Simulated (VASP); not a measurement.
Set up this calculation in VASP 6.6.1, as the native input.

| Property | Result |
| --- | --- |
| Task | single point |
| Functional | BLYP |
| Potentials or basis | VASP PAW PBE potentials, release 64 (Ti_sv) |
| Cutoff | 520 eV |
| k mesh | 10 × 10 × 10 |
| Occupations | fermi-dirac, width 0.1 eV |
| Spin | no spin polarisation |
| Dipole correction | no |
| Further INCAR settings | ALGO = Normal; EDIFF = 1e-06; NBANDS = 19 |

The structure of Ti lies in POSCAR:

```
Ti
1.0
    0.0000000000      2.9128345859      2.9128345859
    2.9128345859      0.0000000000      2.9128345859
    2.9128345859      2.9128345859      0.0000000000
Ti
2
Direct
    0.1250000000      0.1250000000      0.1250000000
    0.8750000000      0.8750000000      0.8750000000
```

The input as run:

INCAR

```
PREC     = Accurate       # precision mode
ENCUT    = 520            # plane-wave cutoff, eV
EDIFF    = 1E-6           # SCF threshold, eV
ISMEAR   = -1             # smearing method
SIGMA    = 0.1            # smearing width, eV
LREAL    = False          # projectors in reciprocal space
LASPH    = True           # aspherical terms in the spheres
NELM     = 60             # most SCF steps
ALGO     = Normal         # electronic algorithm
ISIF     = 2              # what is computed and relaxed
LWAVE    = False          # write WAVECAR
LCHARG   = True           # write CHGCAR
GGA      = B5             # functional
ALDAX    = 1.0          
AGGAX    = 1.0          
AGGAC    = 1.0          
ALDAC    = 0.0          
LELF     = True           # ELF
LVHAR    = True         
NBANDS   = 19             # bands
```

KPOINTS

```
Automatic mesh
0
Gamma
  10 10 10
```

Potentials or basis: VASP PAW PBE potentials, release 64 (Ti_sv).

Launch:

```console
$ cat potpaw_PBE.64/Ti_sv/POTCAR > POTCAR
$ mpirun -np 1 vasp_std > vasp.out
```

Results of the run:

```
Pressure               : 0.0 GPa
Band gap on the k mesh : zero (band 12 reaches 5.23 eV, above the bottom of band 13 at 5.07 eV)
```

Caveat: the PAW data sets were made with another functional, which shifts forces and pressure a little.

It took 52 s on 1 thread of Intel(R) Xeon(R) Platinum 8259CL CPU @ 2.50GHz (Skylake/Cascade Lake) (shared host), peak memory 0.18 GiB.
